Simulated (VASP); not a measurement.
# KI: G0W0 quasiparticle levels with PBE

Crystal: KI.

```xyz
2
Lattice="0.0000 3.4911 3.5585 3.4911 0.0000 3.5585 3.4911 3.4911 0.0000" Properties=species:S:1:pos:R:3 pbc="T T T"
K     0.0000    0.0000    0.0000
I     3.4911    3.4911    3.5585
```

| Property | Result |
| --- | --- |
| Program | VASP 6.6.1 |
| Task | G0W0 quasiparticle levels |
| Functional | PBE |
| Potentials or basis | VASP PAW PBE potentials, release 64 (K_sv_GW, I_GW) |
| Cutoff | 500 eV |
| k mesh | 4 × 4 × 4 |
| Occupations | gaussian, width 0.01 eV |
| Spin | no spin polarisation |
| Dipole correction | no |
| GW scheme | G0W0 |
| GW iterations | 1 |
| Cutoff of the response function | 150 |
| Frequency points | 96 |
| Empty bands | 361 |
| Further INCAR settings | ALGO = EVGW0; EDIFF = 1e-08; NBANDS = 369 |

The quasiparticle gap is 6.21 eV, the least direct quasiparticle gap is 6.21 eV and the band gap of the starting levels on the mesh is 3.99 eV. The least direct gap of the starting levels on the mesh is 3.99 eV.

It took 25 min on 1 thread of Intel(R) Xeon(R) Platinum 8275CL CPU @ 3.00GHz (Skylake/Cascade Lake) (shared host), peak memory 1.6 GiB.

Caveat: the k points lie up to 0.39 Å⁻¹ apart; bands, screening cutoff and mesh are small and nothing is extrapolated, so the quasiparticle values aren't converged; spin-orbit coupling is left out, which moves the levels of the heavy elements.
